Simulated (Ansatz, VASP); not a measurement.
# Be4Se: VASP beside Ansatz

Contents of INCAR:

```
  PREC = Accurate
  ENCUT = 520
  EDIFF = 1E-6
  ISMEAR = 0
  SIGMA = 0.2
  LREAL = False
  LASPH = True
  NELM = 100
  ALGO = Normal
  ISIF = 2
  LWAVE = False
  LCHARG = False
  GGA = PE
  NBANDS = 25
```

KPOINTS

```
Automatic mesh
0
Gamma
  6 6 2
```

POSCAR

```
Be4Se
1.0
    4.2348806799      0.0000000000      0.0000000000
    0.0000000000      4.2348806799      0.0000000000
    0.0000000000      0.0000000000     10.7027175541
Be Se
8 2
Direct
    0.2527608979      0.0000000000      0.4255651925
    0.2527608979      0.0000000000      0.9255651925
    0.7472391021      0.0000000000      0.4255651925
    0.7472391021      0.0000000000      0.9255651925
    0.0000000000      0.7472391021      0.0744348075
    0.0000000000      0.7472391021      0.5744348075
    0.0000000000      0.2527608979      0.0744348075
    0.0000000000      0.2527608979      0.5744348075
    0.0000000000      0.0000000000      0.2500000000
    1.0000000000      0.0000000000      0.7500000000
```

Input for Ansatz:

```yaml
crystal:
  lattice:
    - [4.2348806799, 0.0, 0.0]
    - [0.0, 4.2348806799, 0.0]
    - [0.0, 0.0, 10.7027175541]
  atoms:
    - { symbol: Be, position: [0.2527608979, 0.0, 0.4255651925] }
    - { symbol: Be, position: [0.2527608979, 0.0, 0.9255651925] }
    - { symbol: Be, position: [0.7472391021, 0.0, 0.4255651925] }
    - { symbol: Be, position: [0.7472391021, 0.0, 0.9255651925] }
    - { symbol: Be, position: [0.0, 0.7472391021, 0.0744348075] }
    - { symbol: Be, position: [0.0, 0.7472391021, 0.5744348075] }
    - { symbol: Be, position: [0.0, 0.2527608979, 0.0744348075] }
    - { symbol: Be, position: [0.0, 0.2527608979, 0.5744348075] }
    - { symbol: Se, position: [0.0, 0.0, 0.25] }
    - { symbol: Se, position: [1.0, 0.0, 0.75] }
basis:
  ecutwfc: 420
kpoints:
  mp_grid: { grid: [6, 6, 2] }
hamiltonian:
  xc: pbe
scf:
  occupations: { method: gaussian, width: 0.2 }
  lower_state_search: "off"
output:
  forces: true
  stress: true
  eigenvalues: true
```

Alike in both runs: task single point; functional PBE; k mesh 6 × 6 × 2; occupations gaussian, width 0.2 eV; no spin polarisation.

|  | VASP | Ansatz |
| --- | --- | --- |
| version | VASP 6.6.1 | Ansatz 0.2.0 |
| potentials or method | VASP PAW PBE potentials, release 64 (Be, Se), cutoff 520 eV | scalar-relativistic, plane waves, PAW |
| valence electrons in the cell | 28 | 48 |

|  | VASP | Ansatz | Ansatz less VASP |
| --- | --- | --- | --- |
| gap on the k mesh at the Fermi level (eV) | 0.22 | 0.22 | 0.000 |
| least direct gap on the mesh (eV) | 0.72 | 0.72 | 0.000 |
| pressure (GPa) | 0.1 | 0.0 | -0.10 |
| traceless stress, the component that is largest in VASP (GPa) | 0.12 | 0.01 | -0.109 |
| rms of the force components (eV/Å) | 0.012 | 0.004 | -0.0079 |

Atom by atom the forces differ by 0.009 eV/Å (rms over components). The functional is the same, so the differences come from potentials, cutoffs and numerics. VASP's potentials hold 28 valence electrons a cell and Ansatz's 48, so a difference there can come from the potentials and not from the codes.
